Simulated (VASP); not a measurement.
Runs of VASP 6.6.1 on Ag. The structure is that of space group P6_3/mmc (No. 194), or close to it. The cells are those of the table. This isn't the form of Ag at room conditions, which is fcc.

```tsv
task	cell	k mesh	cutoff (eV)	gap on the mesh (eV)	pressure (GPa)
single point	a = 3.104, b = 3.104, c = 5.010 Å, angles 90.0, 90.0, 120.0°, 2 atoms	13 × 13 × 7	520	none	(b)
single point	a = 2.900, b = 2.900, c = 4.680 Å, angles 90.0, 90.0, 120.0°, 2 atoms	13 × 13 × 7	520	none	12.6
single point	a = 3.026, b = 3.026, c = 4.883 Å, angles 90.0, 90.0, 120.0°, 2 atoms	12 × 12 × 7	520	none	0.1
single point	a = 2.985, b = 2.985, c = 4.817 Å, angles 90.0, 90.0, 120.0°, 2 atoms	13 × 13 × 7	520	none	3.1
single point	a = 3.066, b = 3.066, c = 4.948 Å, angles 90.0, 90.0, 120.0°, 2 atoms	13 × 13 × 7	520	none	(a)
single point	a = 3.026, b = 3.026, c = 4.883 Å, angles 90.0, 90.0, 120.0°, 2 atoms	13 × 13 × 7	520	none	(c)
single point	a = 3.142, b = 3.142, c = 5.071 Å, angles 90.0, 90.0, 120.0°, 2 atoms	13 × 13 × 7	520	none	-5.6
relaxation of cell and atoms	relaxed from a = 2.889, b = 2.889, c = 4.718 Å, angles 90.0, 90.0, 120.0°, 2 atoms	12 × 12 × 7	600	none	0.0
single point	a = 3.026, b = 3.026, c = 4.883 Å, angles 90.0, 90.0, 120.0°, 2 atoms	20 × 20 × 11	520	none	0.0
single point	a = 2.943, b = 2.943, c = 4.749 Å, angles 90.0, 90.0, 120.0°, 2 atoms	13 × 13 × 7	520	none	7.2
```

Alike in all rows: level BLYP; potentials or basis VASP PAW PBE potentials, release 64 (Ag); no spin polarisation; smearing fermi-dirac 0.1 eV.

Problem. Fill in the values left out.

Solution. (a) -2.4; (b) -4.2; (c) -0.1.

Caveats: the PAW data sets were made with another functional, which shifts forces and pressure a little; the cell stands under pressure (at least some runs); the cell stands under tension (at least some runs).

A k mesh can miss the band edges, and the runs leave out spin-orbit coupling on Ag.

A gap of «none» marks levels without a gap at the run's occupations.
